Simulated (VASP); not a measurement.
WO:

```
W O
1.0
     2.92790    0.00000    0.00000
     0.00000    2.92790    0.00000
     0.00000    0.00000    2.92790
W O
1 1
Direct
  0.00000 0.00000 0.00000
  0.50000 0.50000 0.50000
```

```yaml
Program: VASP 6.6.1
Task: relaxation of cell and atoms
Functional: PBE
Potentials_or_basis: VASP PAW PBE potentials, release 64 (W_sv, O)
Cutoff: 600 eV
k_mesh: 14 × 14 × 14
Occupations: gaussian, width 0.1 eV
Spin: collinear spin
Starting_moments: "[2.5, 0.0] μB"
Hubbard_terms: W d U = 6.2 eV
```

At the start: pressure -9.5 GPa; volume 12.55 Å³/atom.

**Question.** How do energy, volume and symmetry change on relaxing?

**Answer.** Over 3 steps the energy falls by 18.8 meV/atom and the volume is 11.94 Å³/atom (-4.8 %); space group Pm-3m (No. 221, to 0.1 Å) before and after; moment 1.21 μB per cell.

The path:
```csv
step,energy change (eV),largest force (eV/Å),pressure (GPa),volume (Å³)
1,0.0000,0.0000,-9.52,25.10
2,0.0188,0.0000,13.73,22.49
3,-0.0377,0.0000,-0.08,23.89
```

Final structure:
```xyz
2
Lattice="2.8799 0.0000 0.0000 0.0000 2.8799 0.0000 0.0000 0.0000 2.8799" Properties=species:S:1:pos:R:3 pbc="T T T"
W     0.0000    0.0000    0.0000
O     1.4400    1.4400    1.4400
```
